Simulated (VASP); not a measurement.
# Ta (Im-3m) in VASP: notebook

Runs on Ta. Level: PBEsol. Tasks: single point.

Program: VASP 6.6.1. These are calculated values, not measurements. Logs are shortened: lines on timing, memory, paths and dates and some standing lists are left out, and cuts for length are marked.

### 1 The cell of the first run

Symmetry: Im-3m, No. 229, cubic system. The conventional cell has a = 3.283 Å, b = 3.283 Å, c = 3.283 Å, α = 90.00°, β = 90.00°, γ = 90.00°. Ta (site symmetry m-3m) has 14 Ta at 2.84 to 3.28 Å within 3.7 Å.

### 2 Single point, PBEsol

INCAR reads:

```
PREC     = Accurate       # precision mode
ENCUT    = 520            # plane-wave cutoff, eV
EDIFF    = 1E-6           # SCF threshold, eV
ISMEAR   = 0              # smearing method
SIGMA    = 0.1            # smearing width, eV
LREAL    = F              # projectors in reciprocal space
LASPH    = T              # aspherical terms in the spheres
NELM     = 60             # most SCF steps
ALGO     = Normal         # electronic algorithm
ISIF     = 2              # what is computed and relaxed
LWAVE    = F              # write WAVECAR
LCHARG   = F              # write CHGCAR
GGA      = PS             # functional
NBANDS   = 12             # bands
```

KPOINTS reads:

```
Automatic mesh
0
Gamma
  14 14 14
```

POSCAR reads:

```
Ta
1.0
   -1.6412554325      1.6412554325      1.6412554325
    1.6412554325     -1.6412554325      1.6412554325
    1.6412554325      1.6412554325     -1.6412554325
Ta
1
Direct
    0.0000000000      0.0000000000      0.0000000000
```

Potentials or basis: VASP PAW PBE potentials, release 64 (Ta_pv).

Command:

```console
cat potpaw_PBE.64/Ta_pv/POTCAR > POTCAR
mpirun -np 1 vasp_std > vasp.out
```

OUTCAR:

```text
PREC = Accurate
   ENCUT = 520
   EDIFF = 1E-6
   ISMEAR = 0
   LREAL = F
   LASPH = T
   NELM = 60
   ISIF = 2
   GGA = PS

 ion  position               nearest neighbor table
   1  0.000  0.000  0.000-

  LATTYP: Found a body centered cubic cell.
 ALAT       =     3.2825108650

  Lattice vectors:

 A1 = (  -1.6412554325,   1.6412554325,   1.6412554325)
 A2 = (   1.6412554325,  -1.6412554325,   1.6412554325)
 A3 = (   1.6412554325,   1.6412554325,  -1.6412554325)

Analysis of symmetry for initial positions (statically):
=====================================================================
 Subroutine PRICEL returns:
 Original cell was already a primitive cell.

 Routine SETGRP: Setting up the symmetry group for a
 body centered cubic supercell.

 Subroutine GETGRP returns: Found 48 space group operations
 (whereof 48 operations were pure point group operations)
 out of a pool of 48 trial point group operations.

The static configuration has the point symmetry O_h .

Analysis of symmetry for dynamics (positions and initial velocities):
=====================================================================
 Subroutine PRICEL returns:
 Original cell was already a primitive cell.

 Routine SETGRP: Setting up the symmetry group for a
 body centered cubic supercell.

 Subroutine GETGRP returns: Found 48 space group operations
 (whereof 48 operations were pure point group operations)
 out of a pool of 48 trial point group operations.

The dynamic configuration has the point symmetry O_h .

 Subroutine INISYM returns: Found 48 space group operations
 (whereof 48 operations are pure point group operations),
 and found     1 'primitive' translations

----------------------------------------------------------------------------------------

                                     Primitive cell

  volume of cell :      17.6843

  direct lattice vectors                    reciprocal lattice vectors
    -1.641255432  1.641255432  1.641255432     0.000000000  0.304644841  0.304644841
     1.641255432 -1.641255432  1.641255432     0.304644841  0.000000000  0.304644841
     1.641255432  1.641255432 -1.641255432     0.304644841  0.304644841  0.000000000

  length of vectors
     2.842737797  2.842737797  2.842737797     0.430832866  0.430832866  0.430832866

  position of ions in fractional coordinates (direct lattice)
     0.000000000  0.000000000  0.000000000

  ion indices of the primitive-cell ions
   primitive index   ion index
                 1           1

----------------------------------------------------------------------------------------

 KPOINTS: Automatic mesh

Automatic generation of k-mesh.
 Grid dimensions read from file:
 generate k-points for:   14   14   14

 Generating k-lattice:

  Cartesian coordinates                     Fractional coordinates (reciprocal lattice)
     0.000000000  0.021760346  0.021760346     0.071428571  0.000000000  0.000000000
     0.021760346  0.000000000  0.021760346     0.000000000  0.071428571  0.000000000
     0.021760346  0.021760346  0.000000000     0.000000000  0.000000000  0.071428571

  Length of vectors
     0.030773776  0.030773776  0.030773776

  Shift w.r.t. Gamma in fractional coordinates (k-lattice)
     0.000000000  0.000000000  0.000000000

 Subroutine IBZKPT returns following result:
 ===========================================

 Found    104 irreducible k-points:

 Following reciprocal coordinates:
            Coordinates               Weight
  0.000000  0.000000  0.000000      1.000000
  0.071429  0.000000  0.000000     12.000000
  0.142857  0.000000  0.000000     12.000000
  0.214286  0.000000  0.000000     12.000000
  0.285714  0.000000  0.000000     12.000000
  0.357143  0.000000  0.000000     12.000000
[... 16 lines left out ...]
  0.285714  0.285714  0.000000     24.000000
  0.357143  0.285714  0.000000     24.000000
 [... further k-points ...]
   k-points           NKPTS =    104   k-points in BZ     NKDIM =    104   number of bands    NBANDS=     12
   number of dos      NEDOS =    301   number of ions     NIONS =      1
   total plane-waves  NPLWV =  13824
   dimension x,y,z NGX =    24 NGY =   24 NGZ =   24
   dimension x,y,z NGXF=    48 NGYF=   48 NGZF=   48
   ions per type =               1
   NGX,Y,Z   is equivalent  to a cutoff of  14.04, 14.04, 14.04 a.u.
   NGXF,Y,Z  is equivalent  to a cutoff of  28.07, 28.07, 28.07 a.u.
 SYSTEM =  unknown system
   PREC   = accura    normal or accurate (medium, high low for compatibility)
   ISTART =      0    job   : 0-new  1-cont  2-samecut
   ICHARG =      2    charge: 1-file 2-atom 10-const
   ISPIN  =      1    spin polarized calculation?
   LNONCOLLINEAR =      F non collinear calculations
   LSORBIT =      F    spin-orbit coupling
   LASPH  =      T    aspherical Exc in radial PAW
   ENCUT  =  520.0 eV  38.22 Ry    6.18 a.u.   5.29  5.29  5.29*2*pi/ulx,y,z
   NELM   =     60;   NELMIN=  2; NELMDL= -5     # of ELM steps
   EDIFF  = 0.1E-05   stopping-criterion for ELM
   LREAL  =      F    real-space projection
   EDIFFG = 0.1E-04   stopping-criterion for IOM
   NSW    =      0    number of steps for IOM
   IBRION =     -1    ionic relax: 0-MD 1-quasi-New 2-CG
   NFREE  =      0    steps in history (QN), initial steepest desc. (CG)
   ISIF   =      2    stress and relaxation
   ISYM   =      2    0-nonsym 1-usesym 2-fastsym
   POTIM  = 0.5000    time-step for ionic-motion
   TEBEG  =    0.0;   TEEND  =   0.0 temperature during run
   PSTRESS=    0.0 pullay stress
   NELECT =      11.0000    total number of electrons
   NUPDOWN=      -1.0000    fix difference up-down
   EMIN   =  10.00;   EMAX   =-10.00  energy-range for DOS
   EFERMI =   0.00;   METHOD = LEGACY
   ISMEAR =     0;   SIGMA  =   0.10  broadening in eV -4-tet -1-fermi 0-gaus
   EFERMI_NEDOS =   21; number of points for ismear=-14 and -15
   IALGO  =     38    algorithm
   IMIX   =      4    mixing-type and parameters
     AMIX     =   0.40;   BMIX     =  1.00
     AMIX_MAG =   1.60;   BMIX_MAG =  1.00
  volume/ion in A,a.u.               =      17.68       119.34
  Fermi-wavevector in a.u.,A,eV,Ry     =   1.397471  2.640838 26.571170  1.952926
  Thomas-Fermi vector in A             =   2.520724
   LORBIT       =      0    0 simple, 1 ext, 2 COOP (PROOUT), +10 PAW based schemes
   GGA     = PS    functional components
   LHFCALC =     F    Hartree Fock is set to
   AEXX    =    0.0000 exact exchange contribution
   IVDW    =     0    specifies the selected vdW correction
   LEPSILON=     F    determine dielectric tensor
   LRPA    =     F    only Hartree local field effects (RPA)
 non-spin polarized calculation
 Gauss-broadening in eV      SIGMA  =   0.10
  energy-cutoff  :      520.00
  volume of cell :       17.68
 maximum number of plane-waves:       490
 NGX is ok and might be reduce to    24
   NGX = 11   NGY = 11   NGZ = 11

 number of electron      11.0000002 magnetization

 Free energy of the ion-electron system (eV)
  ---------------------------------------------------
  ext. energy  EPLUGINS =         0.00000000
  ---------------------------------------------------
  free energy    TOTEN  =       -12.55986556 eV

  energy without entropy =      -12.55504193  energy(sigma->0) =      -12.55745374

 E-fermi :   5.4443     XC(G=0): -12.8235

 val. band max:        5.4101301531   @ k =  -0.3571   0.3571   0.0714
 cond. band min:       5.4512972757   @ k =   0.0714   0.0714   0.0714
 fundamental gap:      0.0411671225
 Fermi energy:         5.4442581995

 k-point     1 :       0.0000    0.0000    0.0000
  band No.  band energies     occupation
      1     -27.4886      2.00000
      2     -27.4886      2.00000
      3     -27.4886      2.00000
      4      -2.5299      2.00000
      5       6.1855      0.00000
      6       6.1855      0.00000
      7       6.1855      0.00000
      8       9.5225      0.00000
      9       9.5225      0.00000
     10      20.1875      0.00000
     11      20.5978      0.00000
     12      20.5978      0.00000

 k-point     2 :       0.0714    0.0000    0.0000
  band No.  band energies     occupation
      1     -27.5565      2.00000
      2     -27.5094      2.00000
      3     -27.4890      2.00000
      4      -2.2964      2.00000
      5       6.0340      0.00000
      6       6.1398      0.00000
      7       6.4148      0.00000
      8       9.2817      0.00000
      9       9.5230      0.00000
     10      20.1872      0.00000
     11      20.8074      0.00000
     12      21.0053      0.00000

 k-point     3 :       0.1429    0.0000    0.0000
  band No.  band energies     occupation
      1     -27.7429      2.00000
      2     -27.5670      2.00000
      3     -27.4902      2.00000
      4      -1.6382      2.00000
      5       5.6385      0.00601
      6       5.9279      0.00000
      7       7.0911      0.00000
      8       8.8952      0.00000
      9       9.5455      0.00000
     10      20.1862      0.00000
     11      21.2540      0.00000
     12      22.1639      0.00000

 k-point     4 :       0.2143    0.0000    0.0000
  band No.  band energies     occupation
      1     -28.0034      2.00000
      2     -27.6493      2.00000
      3     -27.4918      2.00000
      4      -0.6943      2.00000
      5       5.1273      1.99999
      6       5.5300      0.22517
      7       8.1780      0.00000
      8       8.8288      0.00000
      9       9.6338      0.00000
     10      20.1833      0.00000
     11      21.2384      0.00000
     12      23.1113      0.00000

 k-point     5 :       0.2857    0.0000    0.0000
  band No.  band energies     occupation
      1     -28.2813      2.00000
      2     -27.7392      2.00000
      3     -27.4938      2.00000
      4       0.2554      2.00000
      5       4.6232      2.00000
      6       5.3043      1.95221
      7       9.0780      0.00000
      8       9.6050      0.00000
      9       9.8187      0.00000
     10      20.1703      0.00000
     11      20.2223      0.00000
     12      21.6187      0.00000
[... 228 lines left out ...]
      1     -28.5332      2.00000
      2     -28.0092      2.00000
      3     -27.6168      2.00000
      4       2.2039      2.00000
      5       4.0341      2.00000
      6       5.0091      2.00000
      7       9.1319      0.00000
      8      10.4019      0.00000
      9      13.8800      0.00000
     10      17.0566      0.00000
     11      20.1984      0.00000
     12      20.5483      0.00000

 k-point    22 :       0.3571    0.2143   -0.0000
  band No.  band energies     occupation
      1     -28.5671      2.00000
      2     -28.0908      2.00000
      3     -27.6239      2.00000
      4       2.3032      2.00000
      5       4.0411      2.00000
      6       5.3519      1.80826
      7       9.3126      0.00000
      8      10.5948      0.00000
      9      15.2353      0.00000
     10      15.6656      0.00000
     11      19.5119      0.00000
     12      20.1998      0.00000

 k-point    23 :       0.2857    0.2857    0.0000
  band No.  band energies     occupation
      1     -28.4991      2.00000
      2     -28.1665      2.00000
      3     -27.6392      2.00000
      4       2.7093      2.00000
      5       4.0399      2.00000
      6       4.9068      2.00000
      7       9.5225      0.00000
      8      10.3272      0.00000
      9      15.3866      0.00000
     10      15.6687      0.00000
     11      19.6059      0.00000
     12      20.1982      0.00000

 k-point    24 :       0.3571    0.2857    0.0000
  band No.  band energies     occupation
      1     -28.4513      2.00000
      2     -28.2598      2.00000
      3     -27.6459      2.00000
      4       2.8450      2.00000
      5       4.1907      2.00000
      6       4.7732      2.00000
      7       9.7612      0.00000
      8      10.3541      0.00000
      9      14.5933      0.00000
     10      16.8159      0.00000
     11      18.6277      0.00000
     12      20.1975      0.00000

 [... further k-points ...]
[... 5 lines left out ...]
  --------------------------------------------------------------------------------------
  -------------------------------------------------------------------------------------
  Total        0.0212629      0.0212629      0.0212629      0.0000000      0.0000000     -0.0000000
  in kB        1.9263926      1.9263926      1.9263926      0.0000000      0.0000000     -0.0000000
  external PRESSURE =       1.9263926 kB  Pullay stress =       0.0000000 kB

 VOLUME and BASIS-vectors are now :
 -----------------------------------------------------------------------------
  energy-cutoff  :      520.00
  volume of cell :       17.68
      direct lattice vectors                 reciprocal lattice vectors
    -1.641255432  1.641255432  1.641255432     0.000000000  0.304644841  0.304644841
     1.641255432 -1.641255432  1.641255432     0.304644841  0.000000000  0.304644841
     1.641255432  1.641255432 -1.641255432     0.304644841  0.304644841  0.000000000

 POSITION                                       TOTAL-FORCE (eV/Angst)
 -----------------------------------------------------------------------------------
      0.00000      0.00000      0.00000         0.000000      0.000000      0.000000
 -----------------------------------------------------------------------------------
    total drift:                               -0.000000      0.000000     -0.000000

  FREE ENERGIE OF THE ION-ELECTRON SYSTEM (eV)
  ---------------------------------------------------
  free  energy   TOTEN  =       -12.5598655597 eV

  energy  without entropy=      -12.5550419299  energy(sigma->0) =      -12.55745374
```

It took 13 s on 1 thread of Intel Xeon Platinum 8488C (Sapphire Rapids), shared host; peak memory 0.15 GiB.

What came out:

```yaml
Free_energy: -12.5599 eV
Pressure: 0.2 GPa
```

Levels at points of the mesh, in eV from the Fermi level:
```
           k point  band 1  band 2  band 3  band 4  band 5  band 6  band 7  band 8  band 9  band 10
(0.00, 0.00, 0.00)  -32.93  -32.93  -32.93   -7.97    0.74    0.74    0.74    4.08    4.08    14.74
(0.50, 0.00, 0.00)  -34.19  -33.34  -32.94   -4.45   -1.59    1.72    3.97    5.02    8.01    12.03
(0.50, 0.50, 0.50)  -33.80  -33.80  -33.80   -3.90   -3.90    7.01    7.01    7.01    8.85     8.85
```

Caveat: the PAW data sets were made with another functional, which shifts forces and pressure a little; spin-orbit coupling is left out, which moves the levels of the heavy elements.

### 3 Single point, PBEsol

INCAR reads:

```
PREC = Accurate ; ENCUT = 520
EDIFF = 1E-7 ; ISMEAR = -1
SIGMA = 0.15 ; LREAL = False
LASPH = True ; NELM = 80
ALGO = Fast ; ISIF = 2
LWAVE = False ; LCHARG = True
GGA = PS ; LELF = True
LVHAR = True ; NBANDS = 12
```

KPOINTS reads:

```
Automatic mesh
0
Gamma
  16 16 16
```

POSCAR reads:

```
Ta
1.0
   -1.6420237214      1.6420237214      1.6420237214
    1.6420237214     -1.6420237214      1.6420237214
    1.6420237214      1.6420237214     -1.6420237214
Ta
1
Direct
    0.0000000000      0.0000000000      0.0000000000
```

Potentials or basis: VASP PAW PBE potentials, release 64 (Ta_pv).

Command:

```console
cat potpaw_PBE.64/Ta_pv/POTCAR > POTCAR
mpirun -np 1 vasp_std > vasp.out
```

Run time: 31 s. Hardware: 1 thread of Intel Xeon Platinum 8488C (Sapphire Rapids), shared host; peak memory 0.16 GiB.

The run converged. Its results:

- Free energy: -12.5982 eV
- Pressure: 0.2 GPa

Levels at points of the mesh, in eV from the Fermi level:
```tsv
k point	band 4	band 5	band 6	band 7	band 8	band 9
(0.00, 0.00, 0.00)	-8.02	0.70	0.70	0.70	4.03	4.03
(0.50, 0.00, 0.00)	-4.49	-1.63	1.67	3.92	4.97	7.96
(0.50, 0.50, 0.50)	-3.94	-3.94	6.96	6.96	6.96	8.79
```

Caveat: the PAW data sets were made with another functional, which shifts forces and pressure a little; spin-orbit coupling is left out, which moves the levels of the heavy elements.
